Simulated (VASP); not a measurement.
Wanted: the native input for a VASP 6.6.1 run.

```
Task                   : single point
Functional             : LDA
Potentials or basis    : VASP PAW LDA potentials, release 64 (Al, Co)
Cutoff                 : 520 eV
k mesh                 : 7 × 7 × 7
Occupations            : methfessel-paxton, width 0.15 eV
Spin                   : collinear spin, ferromagnetic start
Starting moments       : [0.0, 2.5, 2.5, 2.5] μB
Dipole correction      : no
Further INCAR settings : ALGO = Normal; EDIFF = 1e-06; NBANDS = 27
```

The structure of AlCo3 lies in POSCAR:

```
AlCo3
1.0
    3.5868269975      0.0000000000      0.0000000000
    0.0000000000      3.5868269975      0.0000000000
    0.0000000000      0.0000000000      3.5868269975
Al Co
1 3
Direct
    0.0000000000      0.0000000000      0.0000000000
    0.5000000000      0.5000000000      0.0000000000
    0.5000000000      0.0000000000      0.5000000000
    0.0000000000      0.5000000000      0.5000000000
```

The input as run:

INCAR

```
PREC = Accurate
ENCUT = 520
EDIFF = 1E-6
ISMEAR = 1
SIGMA = 0.15
LREAL = False
LASPH = True
NELM = 150
ALGO = Normal
ISIF = 2
LWAVE = False
LCHARG = True
ISPIN = 2
MAGMOM = 0 2.5 2.5 2.5
LORBIT = 11
LMAXMIX = 4
LELF = True
LVHAR = True
NBANDS = 27
```

KPOINTS

```
Automatic mesh
0
Gamma
  7 7 7
```

Potentials or basis: VASP PAW LDA potentials, release 64 (Al, Co).

The run is started by

```sh
$ cat potpaw_LDA.64/Al/POTCAR potpaw_LDA.64/Co/POTCAR > POTCAR
$ mpirun -np 1 vasp_std > vasp.out
```

Results of the run:

| Quantity | Value |
| --- | --- |
| Pressure | -15.8 GPa |
| Net moment | 3.80 μB per cell |
| Site moments | Al -0.03; Co +1.28 μB |
| Valence electrons inside the program's atomic spheres | Al 0.82; Co 8.29 |

Caveat: the cell stands under tension.

Wall time 45 s on 1 thread of Intel(R) Xeon(R) Platinum 8375C CPU @ 2.90GHz (Ice Lake), on a shared host, peak memory 0.16 GiB.
